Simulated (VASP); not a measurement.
Here is a VASP 6.6.1 calculation.

INCAR

```
SYSTEM = ZnO
  ALGO = Normal
  EDIFF = 1E-7
  ENCUT = 520
  GGA = PE
  ISIF = 2
  ISMEAR = 0
  LASPH = .True.
  LCHARG = .False.
  LREAL = .False.
  LWAVE = .False.
  NBANDS = 26
  NELM = 80
  PREC = Accurate
  SIGMA = 0.01
```

The input KPOINTS:

```
k-points
0
Gamma
  9 9 6
  0 0 0
```

Contents of POSCAR:

```
ZnO
1.0
    3.2498000000      0.0000000000      0.0000000000
   -1.6249000000      2.8144093572      0.0000000000
    0.0000000000      0.0000000000      5.2066000000
Zn O
2 2
Direct
    0.3333333333      0.6666666667      0.0000000000
    0.6666666667      0.3333333333      0.5000000000
    0.3333333333      0.6666666667      0.3759000000
    0.6666666667      0.3333333333      0.8759000000
```

Potentials or basis: VASP PAW PBE potentials, release 64 (Zn, O).

Launch:

```console
$ cat potpaw_PBE.64/Zn/POTCAR potpaw_PBE.64/O/POTCAR > POTCAR
$ mpirun -np 1 vasp_std > vasp.out
```

Predict the band gap on the k mesh.

0.79 eV, direct.

Estimate the pressure.

6.0 GPa.

What does it give for the largest force?

0.197 eV/Å.

Stress tensor (GPa, compression positive):
```
4.81 0.00 0.00
0.00 4.81 0.00
0.00 0.00 8.28
```
